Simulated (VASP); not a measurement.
Here is a VASP 6.6.1 calculation.

INCAR

```
SYSTEM = C
ALGO = Normal
EDIFF = 1E-6
ENCUT = 600
GGA_COMPAT = .False.
ISIF = 2
ISMEAR = 0
LASPH = .True.
LCHARG = .False.
LREAL = .False.
LWAVE = .False.
NBANDS = 11
NELM = 120
PREC = Accurate
SIGMA = 0.05
```

The input KPOINTS:

```
k-points
0
Gamma
  12 12 12
  0 0 0
```

Contents of POSCAR:

```
C
1.0
    1.2280263465      0.7090013417      3.7235495588
   -1.2280263465      0.7090013417      3.7235495588
    0.0000000000     -1.4180026834      3.7235495588
C
2
Direct
    0.1640000000      0.1640000000      0.1640000000
    0.8360000000      0.8360000000      0.8360000000
```

Potentials or basis: VASP PAW LDA potentials, release 64 (C).

Run with:

```console
$ cat potpaw_LDA.64/C/POTCAR > POTCAR
$ mpirun -np 1 vasp_std > vasp.out
```

Estimate the largest force.

1.028 eV/Å.

Estimate the band gap on the k mesh.

0.41 eV, direct.

Stress tensor (GPa, compression positive):
```
-4.44  0.00  0.00
 0.00 -4.44  0.00
 0.00  0.00 -2.49
```

Caveat: the cell differs from its parent crystal (strain +0.1125 x Voigt [0, 0, 1, 0, 0, 0]); forces of over 1 eV/Å act on the atoms, so gaps and moduli don't describe the material at rest. A k mesh can miss the band edges.
